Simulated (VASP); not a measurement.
Crystal: BeZn2S2O.

```
Be Zn S O
1.0
    -1.95935    1.95935    5.42143
     1.95935   -1.95935    5.42143
     1.95935    1.95935   -5.42143
Be Zn S O
1 2 2 1
Direct
  0.00000 0.00000 0.00000
  0.36218 0.36218 0.00000
  0.63782 0.63782 0.00000
  0.75000 0.25000 0.50000
  0.25000 0.75000 0.50000
  0.50000 0.50000 0.00000
```

| Item | Value |
| --- | --- |
| Program | VASP 6.6.1 |
| Task | relaxation of cell and atoms |
| Functional | PBE |
| Potentials or basis | VASP PAW PBE potentials, release 64 (Be, Zn, S, O) |
| Cutoff | 600 eV |
| k mesh | 6 × 6 × 6 |
| Occupations | gaussian, width 0.1 eV |
| Spin | no spin polarisation |

At the start: pressure 50.8 GPa; volume 13.88 Å³/atom.

Task: How do energy, volume and symmetry change on relaxing?

Result: Over 15 steps the energy falls by 870.1 meV/atom and the volume is 18.65 Å³/atom (+34.4 %); space group I4/mmm (No. 139, to 0.05 Å).

The path:
```
step  energy change (eV)  largest force (eV/Å)  pressure (GPa)  volume (Å³)
   1              0.0000               13.8691           50.75        83.25
   2             -1.7108                1.4004            0.67       144.41
   3             -1.9859                1.6209            1.19       138.67
   4             -2.2574                1.8419            1.72       133.41
   5             -3.8114                3.0474            7.46       106.87
   6             -4.2183                2.3461           15.81        94.71
   7             -4.2140                2.7419           13.26        97.29
   8             -4.2246                2.6051           14.18        96.22
   9             -5.0940                0.7438           -3.38       117.67
  10             -5.1192                0.9382           -1.56       113.83
  11             -5.2157                0.2691            0.05       111.38
  12             -5.2185                0.0936            0.43       110.90
  13             -5.2185                0.1155            0.39       110.96
  14             -5.2202                0.0629            0.09       111.57
  15             -5.2203                0.0322           -0.13       111.93
```

Final structure:
```yaml
crystal:
  lattice:
    - [-2.15088, 2.15088, 6.04854]
    - [2.15088, -2.15088, 6.04854]
    - [2.15088, 2.15088, -6.04854]
  atoms:
    - { symbol: Be, position: [0.00000, 0.00000, 0.00000] }
    - { symbol: Zn, position: [0.34472, 0.34472, 0.00000] }
    - { symbol: Zn, position: [0.65528, 0.65528, 0.00000] }
    - { symbol: S, position: [0.75000, 0.25000, 0.50000] }
    - { symbol: S, position: [0.25000, 0.75000, 0.50000] }
    - { symbol: O, position: [0.50000, 0.50000, 0.00000] }
```

Caveat: the k points lie up to 0.34 Å⁻¹ apart in the final cell; the volume moved by over 15 % at a fixed basis, so the end points are rough.
